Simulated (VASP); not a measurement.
A run of VASP 6.6.1:

The input POSCAR:

```
NaI
1.0
    0.0861258803      3.3158463918      3.3158463918
    3.3158463918      0.0861258803      3.3158463918
    3.3158463918      3.3158463918      0.0861258803
Na I
1 1
Direct
    0.0000000000      0.0000000000      0.0000000000
    0.5000000000      0.5000000000      0.5000000000
```

The input INCAR.step1:

```
SYSTEM = NaI
ALGO = Normal ; EDIFF = 1E-4
ENCUT = 520 ; GGA = PE
ISMEAR = 0 ; LASPH = .True.
LCHARG = .False. ; LREAL = .False.
LWAVE = .True. ; NBANDS = 14
NELM = 80 ; PREC = Accurate
SIGMA = 0.01
```

File INCAR.step2:

```
SYSTEM = NaI
ALGO = Normal ; EDIFF = 1E-6
ENCUT = 520 ; ISIF = 2
ISMEAR = 0 ; ISTART = 1
LASPH = .True. ; LCHARG = .True.
LELF = .True. ; LMIXTAU = .True.
LREAL = .False. ; LVHAR = .True.
LWAVE = .False. ; METAGGA = R2SCAN
NBANDS = 14 ; NELM = 80
PREC = Accurate ; SIGMA = 0.01
```

KPOINTS

```
k-points
0
Gamma
  8 8 8
  0 0 0
```

Potentials or basis: VASP PAW PBE potentials, release 64 (Na_pv, I).

Run with:

```sh
$ cat potpaw_PBE.64/Na_pv/POTCAR potpaw_PBE.64/I/POTCAR > POTCAR
$ cp INCAR.step1 INCAR
$ mpirun -np 1 vasp_std > vasp.out
$ cp INCAR.step2 INCAR
$ mpirun -np 1 vasp_std > vasp.out
```

Hardware: 1 thread of Intel(R) Xeon(R) Platinum 8259CL CPU @ 2.50GHz (Skylake/Cascade Lake), on a shared host.

Question: How long does it take, and how much memory?

Answer: Wall time 4.6 min on 1 thread of Intel(R) Xeon(R) Platinum 8259CL CPU @ 2.50GHz (Skylake/Cascade Lake), on a shared host, peak memory 0.24 GiB. Counts: k points 65.
